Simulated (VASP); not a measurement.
# Ga2O3 (R-3c) in VASP: a series of runs

Ga2O3 is run at these levels: PBE; tasks: single point.

All numbers are computed with VASP 6.6.1; they aren't measurements. Logs are shortened: lines on timing, memory, paths and dates and some standing lists are left out, and cuts for length are marked.

**1. The cell of the first run**

It takes space group R-3c (No. 167, trigonal). The conventional cell has a = 4.999 Å, b = 4.999 Å, c = 13.501 Å, α = 90.00°, β = 90.00°, γ = 120.00°. Ga (site symmetry 3) has 6 O at 1.93 to 2.08 Å within 2.6 Å. O (site symmetry 2) has 4 Ga at 1.93 to 2.08 Å and 8 O at 2.62 to 2.85 Å within 2.9 Å.

**2. Single point, PBE**

INCAR

```
PREC = Accurate ; ENCUT = 520
EDIFF = 1E-7 ; ISMEAR = 0
SIGMA = 0.1 ; LREAL = F
LASPH = T ; NELM = 100
ALGO = Normal ; ISIF = 2
LWAVE = F ; LCHARG = F
GGA = PE ; NBANDS = 55
```

KPOINTS

```
regular mesh
0
Gamma
  6 6 6
```

POSCAR

```
Ga2O3
1.0
    2.4997250000      1.4432169000      4.5003166700
   -2.4997250000      1.4432169000      4.5003166700
    0.0000000000     -2.8864338000      4.5003166700
Ga O
4 6
Direct
    0.8559600000      0.8559600000      0.8559600000
    0.6440400000      0.6440400000      0.6440400000
    0.1440400000      0.1440400000      0.1440400000
    0.3559600000      0.3559600000      0.3559600000
    0.0526000000      0.4474000000      0.7500000000
    0.7500000000      0.0526000000      0.4474000000
    0.4474000000      0.7500000000      0.0526000000
    0.9474000000      0.5526000000      0.2500000000
    0.2500000000      0.9474000000      0.5526000000
    0.5526000000      0.2500000000      0.9474000000
```

Potentials or basis: VASP PAW PBE potentials, release 64 (Ga_d, O).

Started as:

```
$ cat potpaw_PBE.64/Ga_d/POTCAR potpaw_PBE.64/O/POTCAR > POTCAR
$ mpirun -np 1 vasp_std > vasp.out
```

OUTCAR:

```text
PREC = Accurate
   ENCUT = 520
   EDIFF = 1E-7
   ISMEAR = 0
   LREAL = F
   LASPH = T
   NELM = 100
   ISIF = 2
   GGA = PE

 ion  position               nearest neighbor table
   1  0.856  0.856  0.856-   9 1.93   8 1.93  10 1.93   7 2.08   6 2.08   5 2.08   2 2.86
   2  0.644  0.644  0.644-  10 1.93   8 1.93   9 1.93   6 2.08   7 2.08   5 2.08   1 2.86
   3  0.144  0.144  0.144-   6 1.93   5 1.93   7 1.93  10 2.08   9 2.08   8 2.08   4 2.86
   4  0.356  0.356  0.356-   7 1.93   5 1.93   6 1.93   9 2.08  10 2.08   8 2.08   3 2.86
   5  0.053  0.447  0.750-   3 1.93   4 1.93   1 2.08   2 2.08
   6  0.750  0.053  0.447-   3 1.93   4 1.93   2 2.08   1 2.08
   7  0.447  0.750  0.053-   4 1.93   3 1.93   1 2.08   2 2.08
   8  0.947  0.553  0.250-   1 1.93   2 1.93   3 2.08   4 2.08
   9  0.250  0.947  0.553-   1 1.93   2 1.93   4 2.08   3 2.08
  10  0.553  0.250  0.947-   2 1.93   1 1.93   3 2.08   4 2.08

  LATTYP: Found a trigonal (rhomboedric) cell.
 ALAT       =     5.3464334118
 COS(alpha) =     0.5627939752

  Lattice vectors:

 A1 = (   2.4997250000,   1.4432169000,   4.5003166700)
 A2 = (  -2.4997250000,   1.4432169000,   4.5003166700)
 A3 = (   0.0000000000,  -2.8864338000,   4.5003166700)

Analysis of symmetry for initial positions (statically):
=====================================================================
 Subroutine PRICEL returns:
 Original cell was already a primitive cell.

 Routine SETGRP: Setting up the symmetry group for a
 trigonal (rhombohedral) supercell.

 Subroutine GETGRP returns: Found 12 space group operations
 (whereof  6 operations were pure point group operations)
 out of a pool of 12 trial point group operations.

The static configuration has the point symmetry S_6 .
 The point group associated with its full space group is D_3d.

Analysis of symmetry for dynamics (positions and initial velocities):
=====================================================================
 Subroutine PRICEL returns:
 Original cell was already a primitive cell.

 Routine SETGRP: Setting up the symmetry group for a
 trigonal (rhombohedral) supercell.

 Subroutine GETGRP returns: Found 12 space group operations
 (whereof  6 operations were pure point group operations)
 out of a pool of 12 trial point group operations.

The dynamic configuration has the point symmetry S_6 .
 The point group associated with its full space group is D_3d.

 Subroutine INISYM returns: Found 12 space group operations
 (whereof  6 operations are pure point group operations),
 and found     1 'primitive' translations

----------------------------------------------------------------------------------------

                                     Primitive cell

  volume of cell :      97.4133

  direct lattice vectors                    reciprocal lattice vectors
     2.499725000  1.443216900  4.500316670     0.200022002  0.115482757  0.074068862
    -2.499725000  1.443216900  4.500316670    -0.200022002  0.115482757  0.074068862
     0.000000000 -2.886433800  4.500316670     0.000000000 -0.230965514  0.074068862

  length of vectors
     5.346433412  5.346433412  5.346433410     0.242551572  0.242551572  0.242551572

  position of ions in fractional coordinates (direct lattice)
     0.855960000  0.855960000  0.855960000
     0.644040000  0.644040000  0.644040000
     0.144040000  0.144040000  0.144040000
     0.355960000  0.355960000  0.355960000
     0.052600000  0.447400000  0.750000000
     0.750000000  0.052600000  0.447400000
     0.447400000  0.750000000  0.052600000
     0.947400000  0.552600000  0.250000000
     0.250000000  0.947400000  0.552600000
     0.552600000  0.250000000  0.947400000

  ion indices of the primitive-cell ions
   primitive index   ion index
                 1           1
                 2           2
                 3           3
                 4           4
                 5           5
                 6           6
                 7           7
                 8           8
                 9           9
                10          10

----------------------------------------------------------------------------------------

 KPOINTS: regular mesh

Automatic generation of k-mesh.
 Grid dimensions read from file:
 generate k-points for:    6    6    6

 Generating k-lattice:

  Cartesian coordinates                     Fractional coordinates (reciprocal lattice)
     0.033337000  0.019247126  0.012344810     0.166666667 -0.000000000  0.000000000
    -0.033337000  0.019247126  0.012344810    -0.000000000  0.166666667  0.000000000
     0.000000000 -0.038494252  0.012344810     0.000000000  0.000000000  0.166666667

  Length of vectors
     0.040425262  0.040425262  0.040425262

  Shift w.r.t. Gamma in fractional coordinates (k-lattice)
     0.000000000  0.000000000  0.000000000

 Subroutine IBZKPT returns following result:
 ===========================================

 Found     32 irreducible k-points:

 Following reciprocal coordinates:
            Coordinates               Weight
  0.000000  0.000000  0.000000      1.000000
  0.166667  0.000000 -0.000000      6.000000
  0.333333  0.000000  0.000000      6.000000
  0.500000  0.000000  0.000000      3.000000
  0.166667  0.166667 -0.000000      6.000000
  0.333333  0.166667  0.000000     12.000000
[... 16 lines left out ...]
  0.500000  0.500000  0.166667      6.000000
 -0.333333  0.500000  0.166667     12.000000
 [... further k-points ...]
   k-points           NKPTS =     32   k-points in BZ     NKDIM =     32   number of bands    NBANDS=     55
   number of dos      NEDOS =    301   number of ions     NIONS =     10
   total plane-waves  NPLWV =  64000
   dimension x,y,z NGX =    40 NGY =   40 NGZ =   40
   dimension x,y,z NGXF=    80 NGYF=   80 NGZF=   80
   ions per type =               4   6
   NGX,Y,Z   is equivalent  to a cutoff of  12.44, 12.44, 12.44 a.u.
   NGXF,Y,Z  is equivalent  to a cutoff of  24.88, 24.88, 24.88 a.u.
 SYSTEM =  unknown system
   PREC   = accura    normal or accurate (medium, high low for compatibility)
   ISTART =      0    job   : 0-new  1-cont  2-samecut
   ICHARG =      2    charge: 1-file 2-atom 10-const
   ISPIN  =      1    spin polarized calculation?
   LNONCOLLINEAR =      F non collinear calculations
   LSORBIT =      F    spin-orbit coupling
   LASPH  =      T    aspherical Exc in radial PAW
   ENCUT  =  520.0 eV  38.22 Ry    6.18 a.u.   9.94  9.94  9.94*2*pi/ulx,y,z
   NELM   =    100;   NELMIN=  2; NELMDL= -5     # of ELM steps
   EDIFF  = 0.1E-06   stopping-criterion for ELM
   LREAL  =      F    real-space projection
   EDIFFG = 0.1E-05   stopping-criterion for IOM
   NSW    =      0    number of steps for IOM
   IBRION =     -1    ionic relax: 0-MD 1-quasi-New 2-CG
   NFREE  =      0    steps in history (QN), initial steepest desc. (CG)
   ISIF   =      2    stress and relaxation
   ISYM   =      2    0-nonsym 1-usesym 2-fastsym
   POTIM  = 0.5000    time-step for ionic-motion
   TEBEG  =    0.0;   TEEND  =   0.0 temperature during run
   PSTRESS=    0.0 pullay stress
   NELECT =      88.0000    total number of electrons
   NUPDOWN=      -1.0000    fix difference up-down
   EMIN   =  10.00;   EMAX   =-10.00  energy-range for DOS
   EFERMI =   0.00;   METHOD = LEGACY
   ISMEAR =     0;   SIGMA  =   0.10  broadening in eV -4-tet -1-fermi 0-gaus
   EFERMI_NEDOS =   21; number of points for ismear=-14 and -15
   IALGO  =     38    algorithm
   IMIX   =      4    mixing-type and parameters
     AMIX     =   0.40;   BMIX     =  1.00
     AMIX_MAG =   1.60;   BMIX_MAG =  1.00
  volume/ion in A,a.u.               =       9.74        65.74
  Fermi-wavevector in a.u.,A,eV,Ry     =   1.582570  2.990624 34.076181  2.504529
  Thomas-Fermi vector in A             =   2.682473
   LORBIT       =      0    0 simple, 1 ext, 2 COOP (PROOUT), +10 PAW based schemes
   GGA     = PE    functional components
   LHFCALC =     F    Hartree Fock is set to
   AEXX    =    0.0000 exact exchange contribution
   IVDW    =     0    specifies the selected vdW correction
   LEPSILON=     F    determine dielectric tensor
   LRPA    =     F    only Hartree local field effects (RPA)
 non-spin polarized calculation
 Gauss-broadening in eV      SIGMA  =   0.10
  energy-cutoff  :      520.00
  volume of cell :       97.41
 maximum number of plane-waves:      2642
   NGX = 19   NGY = 19   NGZ = 19

 number of electron      87.9999969 magnetization

 Free energy of the ion-electron system (eV)
  ---------------------------------------------------
  ext. energy  EPLUGINS =         0.00000000
  ---------------------------------------------------
  free energy    TOTEN  =       -59.30105239 eV

  energy without entropy =      -59.30105239  energy(sigma->0) =      -59.30105239

 E-fermi :   4.9541     XC(G=0): -12.1428

 val. band max:        4.4463138075   @ k =  -0.1667   0.1667   0.0000
 cond. band min:       7.1759710200   @ k =   0.0000   0.0000   0.0000
 fundamental gap:      2.7296572126
 Fermi energy:         4.9540826078

 k-point     1 :       0.0000    0.0000    0.0000
  band No.  band energies     occupation
      1     -14.4908      2.00000
      2     -12.5075      2.00000
      3     -12.5075      2.00000
      4     -12.5010      2.00000
      5     -12.4630      2.00000
      6     -12.4630      2.00000
[... 47 lines left out ...]
     54      15.5463      0.00000
     55      16.7106      0.00000

 k-point     2 :       0.1667    0.0000   -0.0000
  band No.  band energies     occupation
      1     -14.3665      2.00000
      2     -12.6461      2.00000
      3     -12.5216      2.00000
      4     -12.5162      2.00000
      5     -12.4729      2.00000
      6     -12.4611      2.00000
[... 47 lines left out ...]
     54      16.1686      0.00000
     55      16.5278      0.00000

 k-point     3 :       0.3333    0.0000    0.0000
  band No.  band energies     occupation
      1     -14.0184      2.00000
      2     -13.0175      2.00000
      3     -12.5548      2.00000
      4     -12.5451      2.00000
      5     -12.4821      2.00000
      6     -12.4732      2.00000
[... 1152 lines left out ...]
 k-point    23 :       0.5000    0.5000    0.1667
  band No.  band energies     occupation
      1     -13.6620      2.00000
      2     -13.0965      2.00000
      3     -12.7881      2.00000
      4     -12.6119      2.00000
      5     -12.5499      2.00000
      6     -12.4710      2.00000
[... 47 lines left out ...]
     54      16.6059      0.00000
     55      16.7221      0.00000

 k-point    24 :      -0.3333    0.5000    0.1667
  band No.  band energies     occupation
      1     -13.4714      2.00000
      2     -13.1640      2.00000
      3     -12.8560      2.00000
      4     -12.7309      2.00000
      5     -12.5051      2.00000
      6     -12.4618      2.00000
[... 47 lines left out ...]
     54      16.4387      0.00000
     55      16.7596      0.00000

 [... further k-points ...]

------------------------ aborting loop because EDIFF is reached ----------------------------------------

  FORCE on cell =-STRESS in cart. coord.  units (eV):
  Direction    XX          YY          ZZ          XY          YZ          ZX
  --------------------------------------------------------------------------------------
  -------------------------------------------------------------------------------------
  Total        5.2087562      5.2087561      4.1269049      0.0000000      0.0000000      0.0000000
  in kB       85.6695420     85.6695418     67.8761005      0.0000000      0.0000000      0.0000000
  external PRESSURE =      79.7383948 kB  Pullay stress =       0.0000000 kB

 VOLUME and BASIS-vectors are now :
 -----------------------------------------------------------------------------
  energy-cutoff  :      520.00
  volume of cell :       97.41
      direct lattice vectors                 reciprocal lattice vectors
     2.499725000  1.443216900  4.500316670     0.200022002  0.115482757  0.074068862
    -2.499725000  1.443216900  4.500316670    -0.200022002  0.115482757  0.074068862
     0.000000000 -2.886433800  4.500316670     0.000000000 -0.230965514  0.074068862

 POSITION                                       TOTAL-FORCE (eV/Angst)
 -----------------------------------------------------------------------------------
      0.00000      0.00000     11.55627         0.000000     -0.000000     -0.004754
      0.00000      0.00000      8.69515         0.000000     -0.000000      0.004754
      0.00000      0.00000      1.94468         0.000000     -0.000000      0.004754
      0.00000      0.00000      4.80580         0.000000     -0.000000     -0.004754
     -0.98689     -1.44322      5.62540         0.044245     -0.000000      0.000000
      1.74331     -0.13306      5.62540        -0.022123      0.038318      0.000000
     -0.75642      1.57628      5.62540        -0.022123     -0.038318      0.000000
      0.98689      1.44322      7.87555        -0.044245     -0.000000      0.000000
     -1.74331      0.13306      7.87555         0.022123     -0.038318      0.000000
      0.75642     -1.57628      7.87555         0.022123      0.038318      0.000000
 -----------------------------------------------------------------------------------
    total drift:                                0.000000      0.000000     -0.000000

  FREE ENERGIE OF THE ION-ELECTRON SYSTEM (eV)
  ---------------------------------------------------
  free  energy   TOTEN  =       -59.3010523916 eV

  energy  without entropy=      -59.3010523916  energy(sigma->0) =      -59.30105239
```

Run time: 7 min. Hardware: 1 thread of Intel Xeon 8259CL, shared host; peak memory 0.31 GiB.

What came out:

```
Free energy            : -59.3011 eV
Pressure               : 8.0 GPa
Largest force          : 0.044 eV/Å
Band gap on the k mesh : 2.73 eV (least direct gap 2.97 eV)
```

Forces on the atoms (eV/Å):
```
Ga   0.000  0.000 -0.005
Ga   0.000  0.000  0.005
Ga   0.000  0.000  0.005
Ga   0.000  0.000 -0.005
O    0.044  0.000  0.000
O   -0.022  0.038  0.000
O   -0.022 -0.038  0.000
O   -0.044  0.000  0.000
O    0.022 -0.038  0.000
O    0.022  0.038  0.000
```

Stress tensor (GPa, compression positive):
```
8.57 0.00 0.00
0.00 8.57 0.00
0.00 0.00 6.79
```

Caveat: the cell stands under pressure. A k mesh can miss the band edges.

**3. Single point, PBE**

This run uses another cell than the first one, of 10.06 Å³/atom.

INCAR

```
PREC     = Accurate       # precision mode
ENCUT    = 520            # plane-wave cutoff, eV
EDIFF    = 1E-7           # SCF threshold, eV
ISMEAR   = 0              # smearing method
SIGMA    = 0.02           # smearing width, eV
LREAL    = F              # projectors in reciprocal space
LASPH    = T              # aspherical terms in the spheres
NELM     = 60             # most SCF steps
ALGO     = Normal         # electronic algorithm
ISIF     = 2              # what is computed and relaxed
LWAVE    = F              # write WAVECAR
LCHARG   = F              # write CHGCAR
GGA      = PE             # functional
NBANDS   = 55             # bands
```

KPOINTS

```
Automatic mesh
0
Gamma
  6 6 6
```

POSCAR

```
Ga2O3
1.0
    2.5289880807      1.4601119492      4.5413366309
   -2.5289880807      1.4601119492      4.5413366309
    0.0000000000     -2.9202238983      4.5413366309
Ga O
4 6
Direct
    0.8558433138      0.8558433138      0.8558433138
    0.6441566862      0.6441566862      0.6441566862
    0.1441566862      0.1441566862      0.1441566862
    0.3558433138      0.3558433138      0.3558433138
    0.0530947930      0.4469052070      0.7500000000
    0.7500000000      0.0530947930      0.4469052070
    0.4469052070      0.7500000000      0.0530947930
    0.9469052070      0.5530947930      0.2500000000
    0.2500000000      0.9469052070      0.5530947930
    0.5530947930      0.2500000000      0.9469052070
```

Potentials or basis: VASP PAW PBE potentials, release 64 (Ga_d, O).

Started as:

```
$ cat potpaw_PBE.64/Ga_d/POTCAR potpaw_PBE.64/O/POTCAR > POTCAR
$ mpirun -np 1 vasp_std > vasp.out
```

Wall time 6.5 min (1 thread of Intel Xeon 8259CL, shared host); peak memory 0.31 GiB.

The run converged. Its results:

- Free energy: -59.3934 eV
- Pressure: 0.9 GPa
- Largest force: 0.011 eV/Å
- Band gap on the k mesh: 2.39 eV (least direct gap 2.62 eV)

Forces in eV/Å, atoms in the order of the input:
```
Ga   0.000  0.000  0.011
Ga   0.000  0.000 -0.011
Ga   0.000  0.000 -0.011
Ga   0.000  0.000  0.011
O    0.002  0.000  0.000
O   -0.001  0.001  0.000
O   -0.001 -0.001  0.000
O   -0.002  0.000  0.000
O    0.001 -0.001  0.000
O    0.001  0.001  0.000
```

Stress tensor (GPa, compression positive):
```
0.93 0.00 0.00
0.00 0.93 0.00
0.00 0.00 0.79
```

Levels at points of the mesh, in eV from the valence-band top:
| k point | band 41 | band 42 | band 43 | band 44 | band 45 | band 46 | band 47 | band 48 |
| --- | --- | --- | --- | --- | --- | --- | --- | --- |
| (0.00, 0.00, 0.00) | -0.32 | -0.31 | -0.23 | -0.23 | 2.39 | 6.30 | 6.55 | 8.50 |
| (0.50, 0.00, 0.00) | -0.93 | -0.93 | -0.15 | -0.15 | 6.00 | 6.00 | 6.37 | 6.37 |
| (0.50, 0.50, 0.00) | -0.82 | -0.69 | -0.25 | -0.15 | 6.12 | 6.34 | 7.23 | 7.26 |
| (0.50, 0.50, 0.50) | -0.29 | -0.29 | -0.29 | -0.29 | 5.47 | 5.47 | 7.47 | 7.47 |

A k mesh can miss the band edges. Expect the measured gap to be larger: semilocal functionals such as PBE lack the derivative discontinuity.
